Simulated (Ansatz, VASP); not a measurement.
# Two plane-wave programs on Cu

```
Cu
1.0
    -1.42870    1.44246    1.37608
     1.44246   -1.42870    1.37608
     1.44312    1.44312   -1.36165
Cu
1
Direct
  0.00000 0.00000 0.00000
```

Alike in both runs: task single point; functional LDA; k mesh 17 × 17 × 17; no spin polarisation.

|  | VASP | Ansatz |
| --- | --- | --- |
| version | VASP 6.6.1 | Ansatz 0.2.0 |
| potentials or method | VASP PAW LDA potentials, release 64 (Cu), cutoff 520 eV | plane waves, PAW |
| occupations | fermi-dirac, width 0.1 eV | fermi-dirac |
| valence electrons in the cell | 11 | 19 |

VASP gave:

| Quantity | Value |
| --- | --- |
| pressure (GPa) | -6.9 |
| traceless stress, the component that is largest in VASP (GPa) | -1.15 |

Q: What did Ansatz give for the same quantities?

A: Pressure (GPa): -7.7; traceless stress, the component that is largest in VASP (GPa): -1.15.

LDA's correlation is that of Perdew and Zunger in VASP and of Perdew and Wang (1992) in Ansatz. VASP's potentials hold 11 valence electrons a cell and Ansatz's 19, so a difference there can come from the potentials and not from the codes.
